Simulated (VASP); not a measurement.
Write the native input for VASP 6.6.1 that does the following.

```yaml
Task: single point
Functional: r2SCAN
Potentials_or_basis: VASP PAW PBE potentials, release 64 (Ti_sv, N, C, S)
Cutoff: 520 eV
k_mesh: 5 × 4 × 3, shifted
Occupations: fermi-dirac, width 0.1 eV
Spin: no spin polarisation
Dipole_correction: no
Further_INCAR_settings: ALGO = Normal; EDIFF = 1e-06; ISYM = 0
```

The system is TiC2S2N2.

```xyz
7
Lattice="0.0000 3.6604 0.0000 5.3138 -1.8302 0.0000 1.8753 0.0000 -5.9444" Properties=species:S:1:pos:R:3 pbc="T T T"
Ti    0.0000    0.0000    0.0000
N     5.4623    1.8302   -4.9345
N     1.7268    0.0000   -1.0100
C     4.2823    1.8302   -4.7044
C     2.9067    0.0000   -1.2400
S     2.6971    1.8302   -4.4328
S     4.4920    0.0000   -1.5117
```

One way to write it, as run:

POSCAR

```
TiC2S2N2
1.0
    0.0000000000      3.6604001600      0.0000000000
    5.3137743800     -1.8302000800      0.0000000000
    1.8753014200      0.0000000000     -5.9444377300
Ti N C S
1 2 2 2
Direct
    0.0000000000      0.0000000000      0.0000000000
    0.8675000000      0.7350000000      0.8301000000
    0.1325000000      0.2650000000      0.1699000000
    0.7633000000      0.5266000000      0.7914000000
    0.2367000000      0.4734000000      0.2086000000
    0.6222000000      0.2444000000      0.7457000000
    0.3778000000      0.7556000000      0.2543000000
```

INCAR.step1

```
  PREC = Accurate
  ENCUT = 520
  ISMEAR = -5
  SIGMA = 0.1
  LREAL = F
  LASPH = T
  NELM = 100
  LMAXMIX = 4
  GGA = PE
  ALGO = Normal
  EDIFF = 1E-4
  LWAVE = T
  LCHARG = F
  ISYM = 0
```

INCAR.step2

```
  PREC = Accurate
  ENCUT = 520
  EDIFF = 1E-6
  ISMEAR = -1
  SIGMA = 0.1
  LREAL = F
  LASPH = T
  NELM = 100
  ALGO = Normal
  ISIF = 2
  LWAVE = F
  LCHARG = F
  LMAXMIX = 4
  METAGGA = R2SCAN
  LMIXTAU = T
  LORBIT = 11
  ISTART = 1
  ISYM = 0
```

KPOINTS

```
Automatic mesh
0
Gamma
  5 4 3
  0 0 0.5
```

Potentials or basis: VASP PAW PBE potentials, release 64 (Ti_sv, N, C, S).

The run is started by

```bash
$ cat potpaw_PBE.64/Ti_sv/POTCAR potpaw_PBE.64/N/POTCAR potpaw_PBE.64/C/POTCAR potpaw_PBE.64/S/POTCAR > POTCAR
$ cp INCAR.step1 INCAR
$ mpirun -np 1 vasp_std > vasp.out
$ cp INCAR.step2 INCAR
$ mpirun -np 1 vasp_std > vasp.out
```

It gave:

```yaml
Pressure: 1.0 GPa
Largest_force: 2.515 eV/Å
Band_gap_on_the_k_mesh: zero (bands 21 and 22 overlap by 0.39 eV)
Valence_electrons_inside_the_program's_atomic_spheres: Ti 10.23; N 3.89; C 2.63; S 3.79
```

Caveat: the k points lie up to 0.37 Å⁻¹ apart; the PAW data sets were made with another functional, which shifts forces and pressure a little.

Run time: 3.6 min on 1 thread of AMD EPYC 9R45 96-Core Processor (Zen 5), on a shared host, peak memory 0.26 GiB.
